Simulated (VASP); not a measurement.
Crystal: Sb2Se.

```xyz
3
Lattice="3.4254 0.0000 0.0000 0.0000 3.4254 0.0000 0.0000 0.0000 7.0675" Properties=species:S:1:pos:R:3 pbc="T T T"
Sb    1.7127    1.7127    2.0849
Sb    1.7127    1.7127    4.9826
Se    0.0000    0.0000    0.0000
```

* Program: VASP 6.6.1
* Task: relaxation of cell and atoms
* Functional: PBE
* Potentials or basis: VASP PAW PBE potentials, release 64 (Sb, Se)
* Cutoff: 600 eV
* k mesh: 6 × 6 × 4
* Occupations: gaussian, width 0.1 eV
* Spin: no spin polarisation

At the start: pressure -1.2 GPa; volume 27.64 Å³/atom.

Question: Where does the relaxation end?

Answer: Over 8 steps the energy falls by 40.8 meV/atom and the volume is 26.82 Å³/atom (-3.0 %); space group P4/mmm (No. 123, to 0.05 Å).

Step by step:
| step | energy change (eV) | largest force (eV/Å) | pressure (GPa) | volume (Å³) |
| --- | --- | --- | --- | --- |
| 1 | 0.0000 | 0.9442 | -1.19 | 82.93 |
| 2 | -0.0879 | 0.5238 | -0.08 | 80.48 |
| 3 | -0.1093 | 0.1082 | 1.55 | 78.31 |
| 4 | -0.1103 | 0.1889 | 1.21 | 78.70 |
| 5 | -0.1202 | 0.0662 | -0.32 | 80.85 |
| 6 | -0.1204 | 0.0779 | -0.15 | 80.58 |
| 7 | -0.1217 | 0.0370 | -0.03 | 80.53 |
| 8 | -0.1224 | 0.0038 | 0.11 | 80.47 |

Final structure:
```xyz
3
Lattice="3.3599 0.0000 0.0000 0.0000 3.3599 0.0000 0.0000 0.0000 7.1284" Properties=species:S:1:pos:R:3 pbc="T T T"
Sb    1.6800    1.6800    1.9926
Sb    1.6800    1.6800    5.1359
Se    0.0000    0.0000    0.0000
```
